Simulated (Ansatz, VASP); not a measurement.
## KCl in VASP and in Ansatz

POSCAR

```
KCl
1.0
    0.0000000000      2.9036120000      3.0298560000
    2.9036120000      0.0000000000      3.0298560000
    2.9036120000      2.9036120000      0.0000000000
K Cl
1 1
Direct
    0.0000000000      0.0000000000      0.0000000000
    0.5000000000      0.5000000000      0.5000000000
```

File INCAR.step1:

```
SYSTEM = KCl
PREC = Accurate ; ENCUT = 550
ISMEAR = 0 ; SIGMA = 0.05
LREAL = .FALSE. ; LASPH = .TRUE.
NELM = 120 ; NBANDS = 15
GGA = PE ; ALGO = Normal
EDIFF = 1E-5 ; LWAVE = .TRUE.
LCHARG = .FALSE. ; GGA_COMPAT = .FALSE.
```

The input INCAR.step2:

```
SYSTEM = KCl
PREC = Accurate ; ENCUT = 550
EDIFF = 1E-6 ; ISMEAR = 0
SIGMA = 0.05 ; LREAL = .FALSE.
LASPH = .TRUE. ; NELM = 120
ALGO = Normal ; ISIF = 2
LWAVE = .FALSE. ; LCHARG = .FALSE.
METAGGA = R2SCAN ; LMIXTAU = .TRUE.
NBANDS = 15 ; ISTART = 1
GGA_COMPAT = .FALSE.
```

KPOINTS

```
Automatic mesh
0
G
  6 6 6
  0 0 0
```

Input for Ansatz:

```yaml
crystal:
  lattice:
    - [0.0, 2.903612, 3.029856]
    - [2.903612, 0.0, 3.029856]
    - [2.903612, 2.903612, 0.0]
  atoms:
    - { symbol: K, position: [0.0, 0.0, 0.0] }
    - { symbol: Cl, position: [0.5, 0.5, 0.5] }
basis:
  ecutwfc: 500
kpoints:
  mp_grid: { grid: [6, 6, 6] }
hamiltonian:
  xc: r2scan
scf:
  occupations: { method: gaussian, width: 0.05 }
output:
  forces: true
  stress: true
  eigenvalues: true
```

Change from the starting cell: strain -0.080 along x and y, -0.040 along z, atoms carried along.

Alike in both runs: task single point; functional r2SCAN; k mesh 6 × 6 × 6; occupations gaussian, width 0.05 eV; no spin polarisation.

|  | VASP | Ansatz |
| --- | --- | --- |
| version | VASP 6.6.1 | Ansatz 0.2.0 |
| potentials or method | VASP PAW PBE potentials, release 64 (K_sv, Cl), cutoff 550 eV | scalar-relativistic, plane waves, PAW |
| valence electrons in the cell | 16 | 16 |

Ansatz gave:

- gap on the k mesh at the Fermi level (eV): 6.57
- least direct gap on the mesh (eV): 6.57
- pressure (GPa): 6.4
- traceless stress, the component that is largest in VASP (GPa): -2.73

**Question.** Estimate VASP's values.

**Answer.** gap on the k mesh at the Fermi level (eV): 6.58; least direct gap on the mesh (eV): 6.58; pressure (GPa): 6.5; traceless stress, the component that is largest in VASP (GPa): -2.76.

VASP's potentials were made for PBE, not for r2SCAN.
